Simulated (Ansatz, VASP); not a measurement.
**Two plane-wave programs on Hf**

```
CELL_PARAMETERS angstrom
-1.57630 1.57630 2.27205
1.57630 -1.57630 2.27205
1.57630 1.57630 -2.27205
ATOMIC_POSITIONS crystal
Hf 0.00000 0.00000 0.00000
```

Alike in both runs: task relaxation of cell and atoms; functional PBE; k mesh 24 × 24 × 24; occupations gaussian, width 0.1 eV; no spin polarisation.

|  | VASP | Ansatz |
| --- | --- | --- |
| version | VASP 6.6.1 | Ansatz 0.2.0 |
| potentials or method | VASP PAW PBE potentials, release 64 (Hf_pv), cutoff 600 eV | scalar-relativistic, plane waves, PAW |
| valence electrons in the cell | 10 | 26 |

VASP gave:

```
gap on the k mesh at the Fermi level, each at its own relaxed structure (eV) : none
relaxed volume (Å³/atom)                                                     : 22.45
relaxed cell length with the largest relative difference (Å)                 : 3.166
```

Problem. Which values does Ansatz return?

Solution. gap on the k mesh at the Fermi level, each at its own relaxed structure (eV): none; relaxed volume (Å³/atom): 22.55; relaxed cell length with the largest relative difference (Å): 3.171.

A gap of «none» marks a metal or a gap that the smearing closes. VASP's potentials hold 10 valence electrons a cell and Ansatz's 26, so a difference there can come from the potentials and not from the codes.

Spin-orbit coupling is off throughout.
